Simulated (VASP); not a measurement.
Set up this calculation in VASP 6.6.1, as the native input.

```
Task                   : single point
Functional             : PBE
Potentials or basis    : VASP PAW PBE potentials, release 64 (Li_sv, Cl)
Cutoff                 : 520 eV
k mesh                 : 8 × 8 × 8
Occupations            : gaussian, width 0.01 eV
Spin                   : no spin polarisation
Dipole correction      : no
Further INCAR settings : ALGO = Normal; EDIFF = 1e-07; NBANDS = 12
```

The structure of LiCl lies in POSCAR:

```
LiCl
1.0
    0.0000000000      2.5560252091      2.5560252091
    2.5560252091      0.0000000000      2.5560252091
    2.5560252091      2.5560252091      0.0000000000
Li Cl
1 1
Direct
    0.0000000000      0.0000000000      0.0000000000
    0.5000000000      0.5000000000      0.5000000000
```

The input as run:

INCAR

```
  ALGO = Normal
  EDIFF = 1E-7
  ENCUT = 520
  GGA = PE
  ISIF = 2
  ISMEAR = 0
  LASPH = T
  LCHARG = F
  LREAL = F
  LWAVE = F
  NBANDS = 12
  NELM = 80
  PREC = Accurate
  SIGMA = 0.01
```

KPOINTS

```
k-points
0
Gamma
  8 8 8
```

Potentials or basis: VASP PAW PBE potentials, release 64 (Li_sv, Cl).

Launch:

```sh
$ cat potpaw_PBE.64/Li_sv/POTCAR potpaw_PBE.64/Cl/POTCAR > POTCAR
$ mpirun -np 1 vasp_std > vasp.out
```

Results of the run:

The band gap on the k mesh is 6.40 eV, direct.

Wall time 16 s on 1 thread of Intel(R) Xeon(R) Platinum 8488C (Sapphire Rapids), with other jobs on the host, peak memory 0.15 GiB.
